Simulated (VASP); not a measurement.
A run of VASP 6.6.1:

File INCAR:

```
ALGO     = Normal         # electronic algorithm
EDIFF    = 1E-6           # SCF threshold, eV
ENCUT    = 600            # plane-wave cutoff, eV
GGA      = PS             # functional
GGA_COMPAT= False        
ISIF     = 2              # what is computed and relaxed
ISMEAR   = 0              # smearing method
LASPH    = True           # aspherical terms in the spheres
LCHARG   = False          # write CHGCAR
LREAL    = False          # projectors in reciprocal space
LWAVE    = False          # write WAVECAR
NBANDS   = 15             # bands
NELM     = 120            # most SCF steps
PREC     = Accurate       # precision mode
SIGMA    = 0.02           # smearing width, eV
```

Contents of KPOINTS:

```
k-points
0
Gamma
  10 10 10
```

The input POSCAR:

```
CaO
1.0
    0.0000000000      2.6736756954      2.6736756954
    2.6736756954      0.0000000000      2.6736756954
    2.6736756954      2.6736756954      0.0000000000
Ca O
1 1
Direct
    0.0000000000      0.0000000000      0.0000000000
    0.5000000000      0.5000000000      0.5000000000
```

Potentials or basis: VASP PAW PBE potentials, release 64 (Ca_sv, O).

Run with:

```sh
$ cat potpaw_PBE.64/Ca_sv/POTCAR potpaw_PBE.64/O/POTCAR > POTCAR
$ mpirun -np 1 vasp_std > vasp.out
```

Hardware: 1 thread of Intel Xeon 8259CL (shared host).

**Question.** Estimate the wall time of this run.

**Answer.** Wall time 84 s on 1 thread of Intel Xeon 8259CL (shared host), peak memory 0.19 GiB. Counts: scf iterations 13, k points 47.
